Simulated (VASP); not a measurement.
# WC in VASP: single point with PBEsol

Aim: the single point of WC with PBEsol.

All numbers are computed with VASP 6.6.1; they aren't measurements. Logs are shortened: lines on timing, memory, paths and dates and some standing lists are left out, and cuts for length are marked.

### Step 1. The cell of the first run

The cell holds a slab with vacuum, 16 atoms: a = 5.801 Å, b = 5.801 Å, c = 15.252 Å, α = 90.00°, β = 90.00°, γ = 120.00°.

### Step 2. Single point, PBEsol

INCAR

```
PREC = Accurate
ENCUT = 520
EDIFF = 1E-7
ISMEAR = -1
SIGMA = 0.1
LREAL = Auto
LASPH = True
NELM = 100
ALGO = Normal
ISIF = 2
LWAVE = False
LCHARG = False
GGA = PS
NBANDS = 86
```

KPOINTS

```
Automatic mesh
0
Gamma
  3 3 1
```

POSCAR

```
WC
1.0
    5.8014000000      0.0000000000      0.0000000000
   -2.9007000000      5.0241600000      0.0000000000
    0.0000000000      0.0000000000     15.2518850000
W C
8 8
Direct
    0.0000000000      0.0000000000      0.0655656661
    0.0063028255      0.0017117289      0.2522048914
   -0.0000066282      0.5000039808      0.0655656661
    0.0166571058      0.5053382058      0.2540210603
    0.5000000000      0.0000000000      0.0655656661
    0.4956694273      0.0088173944      0.2499297628
    0.5000106090      0.5000039808      0.0655656661
    0.5144049513      0.5141755040      0.2531490370
    0.3236362369      0.1671125123      0.1499158956
    0.3114442790      0.1636890545      0.3307525594
    0.3235594463      0.6548756409      0.1515353676
    0.3582990533      0.6763319640      0.3236386847
    0.8297209750      0.1671125123      0.1496405198
    0.8443608606      0.1729841406      0.3176000868
    0.8352704232      0.6807108054      0.1508207018
    0.8628711520      0.6752372536      0.3292248794
```

Potentials or basis: VASP PAW PBE potentials, release 64 (W_sv, C).

On the command line:

```sh
$ cat potpaw_PBE.64/W_sv/POTCAR potpaw_PBE.64/C/POTCAR > POTCAR
$ mpirun -np 1 vasp_std > vasp.out
```

OUTCAR:

```text
PREC = Accurate
   ENCUT = 520
   EDIFF = 1E-7
   ISMEAR = -1
   LREAL = Auto
   LASPH = True
   NELM = 100
   ISIF = 2
   GGA = PS

 ion  position               nearest neighbor table
   1  0.000  0.000  0.066-  15 2.07   9 2.07  13 2.13   2 2.85   3 2.90   7 2.90   5 2.90   5 2.90
                             7 2.90   3 2.90
   2  0.006  0.002  0.252-  10 1.95  14 1.95  16 2.02   9 2.23  15 2.24  13 2.32   6 2.82   8 2.84
                             1 2.85   4 2.89   4 2.91   8 2.96   6 2.98
   3  1.000  0.500  0.066-  11 2.09  13 2.11  15 2.17   4 2.88   7 2.90   1 2.90   5 2.90   5 2.90
                             1 2.90   7 2.90
   4  0.017  0.505  0.254-  14 1.93  16 1.99  12 2.02  11 2.20  13 2.33  15 2.39   6 2.85   8 2.86
                             3 2.88   2 2.89   2 2.91   8 2.94   6 2.95
   5  0.500  0.000  0.066-  13 2.09   9 2.15  11 2.17   6 2.81   3 2.90   7 2.90   1 2.90   1 2.90
                             7 2.90   3 2.90
   6  0.496  0.009  0.250-  12 2.02  14 2.03  10 2.10   9 2.25  13 2.27  11 2.33   5 2.81   2 2.82
                             4 2.85   8 2.88   8 2.93   4 2.95   2 2.98
   7  0.500  0.500  0.066-   9 2.11  11 2.12  15 2.13   8 2.86   3 2.90   1 2.90   5 2.90   5 2.90
                             1 2.90   3 2.90
   8  0.514  0.514  0.253-  12 1.93  16 2.10  10 2.13  15 2.24  11 2.28   9 2.35   2 2.84   7 2.86
                             4 2.86   6 2.88   6 2.93   4 2.94   2 2.96
   9  0.324  0.167  0.150-   1 2.07   7 2.11   5 2.15   2 2.23   6 2.25   8 2.35
  10  0.311  0.164  0.331-   2 1.95   6 2.10   8 2.13
  11  0.324  0.655  0.152-   3 2.09   7 2.12   5 2.17   4 2.20   8 2.28   6 2.33
  12  0.358  0.676  0.324-   8 1.93   4 2.02   6 2.02
  13  0.830  0.167  0.150-   5 2.09   3 2.11   1 2.13   6 2.27   2 2.32   4 2.33
  14  0.844  0.173  0.318-   4 1.93   2 1.95   6 2.03
  15  0.835  0.681  0.151-   1 2.07   7 2.13   3 2.17   2 2.24   8 2.24   4 2.39
  16  0.863  0.675  0.329-   4 1.99   2 2.02   8 2.10

  LATTYP: Found a hexagonal cell.
 ALAT       =     5.8014000000
 C/A-ratio  =     2.6290007584

  Lattice vectors:

 A1 = (   5.8014000000,   0.0000000000,   0.0000000000)
 A2 = (  -2.9007000000,   5.0241600000,   0.0000000000)
 A3 = (   0.0000000000,   0.0000000000,  15.2518850000)

Analysis of symmetry for initial positions (statically):
=====================================================================
 Subroutine PRICEL returns:
 Original cell was already a primitive cell.

 Routine SETGRP: Setting up the symmetry group for a
 hexagonal supercell.

 Subroutine GETGRP returns: Found  1 space group operations
 (whereof  1 operations were pure point group operations)
 out of a pool of 24 trial point group operations.

The static configuration has the point symmetry C_1 .

Analysis of symmetry for dynamics (positions and initial velocities):
=====================================================================
 Subroutine PRICEL returns:
 Original cell was already a primitive cell.

 Routine SETGRP: Setting up the symmetry group for a
 hexagonal supercell.

 Subroutine GETGRP returns: Found  1 space group operations
 (whereof  1 operations were pure point group operations)
 out of a pool of 24 trial point group operations.

The dynamic configuration has the point symmetry C_1 .

 Subroutine INISYM returns: Found  1 space group operations
 (whereof  1 operations are pure point group operations),
 and found     1 'primitive' translations

----------------------------------------------------------------------------------------

                                     Primitive cell

  volume of cell :     444.5492

  direct lattice vectors                    reciprocal lattice vectors
     5.801400000  0.000000000  0.000000000     0.172372186  0.099519124  0.000000000
    -2.900700000  5.024160000  0.000000000     0.000000000  0.199038247  0.000000000
     0.000000000  0.000000000 15.251885000     0.000000000  0.000000000  0.065565666

  length of vectors
     5.801400000  5.801400193 15.251885000     0.199038254  0.199038247  0.065565666

  position of ions in fractional coordinates (direct lattice)
     0.000000000  0.000000000  0.065565666
     0.006302826  0.001711729  0.252204891
     0.999993372  0.500003981  0.065565666
     0.016657106  0.505338206  0.254021060
     0.500000000  0.000000000  0.065565666
     0.495669427  0.008817394  0.249929763
[... 8 lines left out ...]
     0.835270423  0.680710805  0.150820702
     0.862871152  0.675237254  0.329224879

  ion indices of the primitive-cell ions
   primitive index   ion index
                 1           1
                 2           2
                 3           3
                 4           4
                 5           5
                 6           6
[... 8 lines left out ...]
                15          15
                16          16

----------------------------------------------------------------------------------------

 KPOINTS: Automatic mesh

Automatic generation of k-mesh.
 Grid dimensions read from file:
 generate k-points for:    3    3    1

 Generating k-lattice:

  Cartesian coordinates                     Fractional coordinates (reciprocal lattice)
     0.057457395  0.033173041  0.000000000     0.333333333  0.000000000  0.000000000
     0.000000000  0.066346082  0.000000000     0.000000000  0.333333333  0.000000000
     0.000000000  0.000000000  0.065565666     0.000000000  0.000000000  1.000000000

  Length of vectors
     0.066346085  0.066346082  0.065565666

  Shift w.r.t. Gamma in fractional coordinates (k-lattice)
     0.000000000  0.000000000  0.000000000

 Subroutine IBZKPT returns following result:
 ===========================================

 Found      5 irreducible k-points:

 Following reciprocal coordinates:
            Coordinates               Weight
  0.000000  0.000000  0.000000      1.000000
  0.333333  0.000000  0.000000      2.000000
  0.000000  0.333333  0.000000      2.000000
 -0.333333  0.333333  0.000000      2.000000
  0.333333  0.333333  0.000000      2.000000
   k-points           NKPTS =      5   k-points in BZ     NKDIM =      5   number of bands    NBANDS=     86
   number of dos      NEDOS =    301   number of ions     NIONS =     16
   total plane-waves  NPLWV = 276480
   dimension x,y,z NGX =    48 NGY =   48 NGZ =  120
   dimension x,y,z NGXF=    96 NGYF=   96 NGZF=  240
   ions per type =               8   8
   NGX,Y,Z   is equivalent  to a cutoff of  13.75, 13.75, 13.08 a.u.
   NGXF,Y,Z  is equivalent  to a cutoff of  27.51, 27.51, 26.16 a.u.
 SYSTEM =  unknown system
   PREC   = accura    normal or accurate (medium, high low for compatibility)
   ISTART =      0    job   : 0-new  1-cont  2-samecut
   ICHARG =      2    charge: 1-file 2-atom 10-const
   ISPIN  =      1    spin polarized calculation?
   LNONCOLLINEAR =      F non collinear calculations
   LSORBIT =      F    spin-orbit coupling
   LASPH  =      T    aspherical Exc in radial PAW
   ENCUT  =  520.0 eV  38.22 Ry    6.18 a.u.  10.79 10.79 28.36*2*pi/ulx,y,z
   NELM   =    100;   NELMIN=  2; NELMDL= -5     # of ELM steps
   EDIFF  = 0.1E-06   stopping-criterion for ELM
   LREAL  =      T    real-space projection
   EDIFFG = 0.1E-05   stopping-criterion for IOM
   NSW    =      0    number of steps for IOM
   IBRION =     -1    ionic relax: 0-MD 1-quasi-New 2-CG
   NFREE  =      0    steps in history (QN), initial steepest desc. (CG)
   ISIF   =      2    stress and relaxation
   ISYM   =      2    0-nonsym 1-usesym 2-fastsym
   POTIM  = 0.5000    time-step for ionic-motion
   TEBEG  =    0.0;   TEEND  =   0.0 temperature during run
   PSTRESS=    0.0 pullay stress
   NELECT =     144.0000    total number of electrons
   NUPDOWN=      -1.0000    fix difference up-down
   EMIN   =  10.00;   EMAX   =-10.00  energy-range for DOS
   EFERMI =   0.00;   METHOD = LEGACY
   ISMEAR =    -1;   SIGMA  =   0.10  broadening in eV -4-tet -1-fermi 0-gaus
   EFERMI_NEDOS =   21; number of points for ismear=-14 and -15
   IALGO  =     38    algorithm
   IMIX   =      4    mixing-type and parameters
     AMIX     =   0.40;   BMIX     =  1.00
     AMIX_MAG =   1.60;   BMIX_MAG =  1.00
  volume/ion in A,a.u.               =      27.78       187.50
  Fermi-wavevector in a.u.,A,eV,Ry     =   1.124318  2.124652 17.198994  1.264090
  Thomas-Fermi vector in A             =   2.260989
   LORBIT       =      0    0 simple, 1 ext, 2 COOP (PROOUT), +10 PAW based schemes
   GGA     = PS    functional components
   LHFCALC =     F    Hartree Fock is set to
   AEXX    =    0.0000 exact exchange contribution
   IVDW    =     0    specifies the selected vdW correction
   LEPSILON=     F    determine dielectric tensor
   LRPA    =     F    only Hartree local field effects (RPA)
 non-spin polarized calculation
  energy-cutoff  :      520.00
  volume of cell :      444.55
 maximum number of plane-waves:     11985
 NGX is ok and might be reduce to    48
   NGX = 21   NGY = 21   NGZ = 57

 number of electron     143.9999998 magnetization

 Free energy of the ion-electron system (eV)
  ---------------------------------------------------
  ext. energy  EPLUGINS =         0.00000000
  ---------------------------------------------------
  free energy    TOTEN  =      -171.95941978 eV

  energy without entropy =     -171.82345494  energy(sigma->0) =     -171.89143736

 E-fermi :   0.7967     XC(G=0):  -6.4482

 val. band max:        0.4405442230   @ k =   0.3333   0.3333   0.0000
 cond. band min:       0.8576097134   @ k =   0.0000   0.0000   0.0000
 fundamental gap:      0.4170654905
 Fermi energy:         0.7967309647

 k-point     1 :       0.0000    0.0000    0.0000
  band No.  band energies     occupation
      1     -73.3258      2.00000
      2     -73.2820      2.00000
      3     -73.2094      2.00000
      4     -73.1992      2.00000
      5     -73.1574      2.00000
      6     -73.1502      2.00000
[... 76 lines left out ...]
     83       3.6300      0.00000
     84       3.8896      0.00000

 k-point     2 :       0.3333    0.0000    0.0000
  band No.  band energies     occupation
      1     -73.3206      2.00000
      2     -73.2817      2.00000
      3     -73.2064      2.00000
      4     -73.1929      2.00000
      5     -73.1665      2.00000
      6     -73.1516      2.00000
[... 76 lines left out ...]
     83       3.1022      0.00000
     84       3.3561      0.00000

 k-point     3 :       0.0000    0.3333    0.0000
  band No.  band energies     occupation
      1     -73.3165      2.00000
      2     -73.2888      2.00000
      3     -73.2024      2.00000
      4     -73.1930      2.00000
      5     -73.1624      2.00000
      6     -73.1571      2.00000
[... 76 lines left out ...]
     83       3.0782      0.00000
     84       3.3777      0.00000

 k-point     4 :      -0.3333    0.3333    0.0000
  band No.  band energies     occupation
      1     -73.3170      2.00000
      2     -73.2881      2.00000
      3     -73.2026      2.00000
      4     -73.1925      2.00000
      5     -73.1676      2.00000
      6     -73.1504      2.00000
[... 76 lines left out ...]
     83       2.9657      0.00000
     84       3.3884      0.00000

 k-point     5 :       0.3333    0.3333    0.0000
  band No.  band energies     occupation
      1     -73.3136      2.00000
      2     -73.2888      2.00000
      3     -73.2039      2.00000
      4     -73.1794      2.00000
      5     -73.1730      2.00000
      6     -73.1616      2.00000
[... 76 lines left out ...]
     83       3.0740      0.00000
     84       3.1728      0.00000
 [bands above 84 left out]

------------------------ aborting loop because EDIFF is reached ----------------------------------------

  FORCE on cell =-STRESS in cart. coord.  units (eV):
  Direction    XX          YY          ZZ          XY          YZ          ZX
  --------------------------------------------------------------------------------------
  -------------------------------------------------------------------------------------
  Total        3.3570418      3.4348823     -0.6095201     -0.0442125     -0.8084834     -1.0737423
  in kB       12.0989460     12.3794872     -2.1967409     -0.1593440     -2.9138146     -3.8698208
  external PRESSURE =       7.4272308 kB  Pullay stress =       0.0000000 kB

 VOLUME and BASIS-vectors are now :
 -----------------------------------------------------------------------------
  energy-cutoff  :      520.00
  volume of cell :      444.55
      direct lattice vectors                 reciprocal lattice vectors
     5.801400000  0.000000000  0.000000000     0.172372186  0.099519124  0.000000000
    -2.900700000  5.024160000  0.000000000     0.000000000  0.199038247  0.000000000
     0.000000000  0.000000000 15.251885000     0.000000000  0.000000000  0.065565666

 POSITION                                       TOTAL-FORCE (eV/Angst)
 -----------------------------------------------------------------------------------
      0.00000      0.00000      1.00000        -0.414250      0.131052     -0.539026
      0.03160      0.00860      3.84660        -0.352625     -0.275023     -0.499220
      4.35100      2.51210      1.00000        -0.246187      0.055576      0.107049
     -1.36920      2.53890      3.87430        -1.338748      0.598345     -1.132618
      2.90070      0.00000      1.00000        -0.303952     -0.042100     -0.137648
      2.85000      0.04430      3.81190         0.844396      0.147669      0.978680
[... 8 lines left out ...]
      2.87120      3.42000      2.30030         0.419232     -1.080509      0.120978
      3.04720      3.39250      5.02130        -1.004839     -0.388320     -0.853183
 -----------------------------------------------------------------------------------
    total drift:                               -0.002087     -0.007273     -0.012366

  FREE ENERGIE OF THE ION-ELECTRON SYSTEM (eV)
  ---------------------------------------------------
  free  energy   TOTEN  =      -171.9594197783 eV

  energy  without entropy=     -171.8234549403  energy(sigma->0) =     -171.89143736
```

Run time: 6.6 min. Hardware: 1 thread of Intel Xeon Platinum 8559C (Emerald Rapids), shared host; peak memory 0.6 GiB.

What came out:

* Free energy: -171.9594 eV
* Largest force: 2.639 eV/Å
* Band gap on the k mesh: zero (bands 72 and 73 overlap by 0.67 eV)

Forces in eV/Å, atoms in the order of the input:
```
W   -0.414  0.131 -0.539
W   -0.353 -0.275 -0.499
W   -0.246  0.056  0.107
W   -1.339  0.598 -1.133
W   -0.304 -0.042 -0.138
W    0.844  0.148  0.979
W    0.020  0.168  0.082
W    0.795 -1.732  0.299
C    0.995  0.249  0.528
C    2.132  0.945 -1.235
C    0.467  1.117  0.008
C   -0.987  0.573  0.683
C    0.026  0.122  0.231
C   -1.051 -0.589  1.359
C    0.419 -1.081  0.121
C   -1.005 -0.388 -0.853
```

Levels at points of the mesh, in eV from the Fermi level:
| k point | band 68 | band 69 | band 70 | band 71 | band 72 | band 73 | band 74 | band 75 | band 76 | band 77 |
| --- | --- | --- | --- | --- | --- | --- | --- | --- | --- | --- |
| (0.00, 0.00, 0.00) | -1.01 | 0.06 | 0.11 | 0.29 | 0.32 | 0.34 | 0.97 | 1.07 | 1.28 | 1.44 |

Caveat: the k points lie up to 0.42 Å⁻¹ apart, too coarse for converged energies and pressures of a metal; the PAW data sets were made with another functional, which shifts forces and pressure a little; spin-orbit coupling is left out, which moves the levels of the heavy elements.
